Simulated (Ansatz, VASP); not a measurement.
## One calculation of Co2F, two programs

```
Co F
1.0
     0.00000    2.46690    2.46690
     2.46690    0.00000    2.46690
     2.46690    2.46690    0.00000
Co F
2 1
Cartesian
  1.2334 1.2334 1.2334
  3.7003 3.7003 3.7003
  0.0000 0.0000 0.0000
```

Alike in both runs: task single point; functional PBE; k mesh 6 × 6 × 6; occupations gaussian, width 0.1 eV; collinear spin.

```csv
,VASP,Ansatz
version,VASP 6.6.1,Ansatz 0.2.0
potentials or method,"VASP PAW PBE potentials, release 64 (Co, F), cutoff 520 eV","scalar-relativistic, plane waves, PAW"
valence electrons in the cell,25,41
```

|  | VASP | Ansatz | Ansatz less VASP |
| --- | --- | --- | --- |
| gap on the k mesh at the Fermi level (eV) | none | none | - |
| net moment per atom (μB) | 1.28 | 1.29 | +0.013 |
| size of the moment on the site where the two differ most (μB) | 1.89 | 1.88 | -0.018 |

Site moments also hang on the region over which each program counts them. A gap of «none» marks a metal or a gap that the smearing closes. VASP's potentials hold 25 valence electrons a cell and Ansatz's 41, so a difference there can come from the potentials and not from the codes.

The k mesh is coarse, so the values compare programs but aren't converged.
